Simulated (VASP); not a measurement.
Here is a VASP 6.6.1 calculation.

Contents of INCAR:

```
PREC = Accurate
ENCUT = 500
EDIFF = 1E-6
ISMEAR = 0
SIGMA = 0.1
LREAL = False
LASPH = True
NELM = 120
ALGO = Normal
ISIF = 2
LWAVE = False
LCHARG = False
GGA = PS
NBANDS = 11
GGA_COMPAT = False
```

Contents of KPOINTS:

```
regular mesh
0
Gamma
  6 6 6
```

The input POSCAR:

```
AlAs
1.0
    0.0000000000      2.8305000000      2.8305000000
    2.8305000000      0.0000000000      2.8305000000
    2.8305000000      2.8305000000      0.0000000000
Al As
1 1
Direct
    0.0000000000      0.0000000000      0.0000000000
    0.2500000000      0.2500000000      0.2500000000
```

Potentials or basis: VASP PAW PBE potentials, release 64 (Al, As).

Run with:

```sh
$ cat potpaw_PBE.64/Al/POTCAR potpaw_PBE.64/As/POTCAR > POTCAR
$ mpirun -np 1 vasp_std > vasp.out
```

(1) Predict the pressure.

(2) Estimate the band gap on the k mesh.

Answers

(1) 0.8 GPa.

(2) 1.31 eV, indirect (least direct gap 1.98 eV).

Caveat: the PAW data sets were made with another functional, which shifts forces and pressure a little.
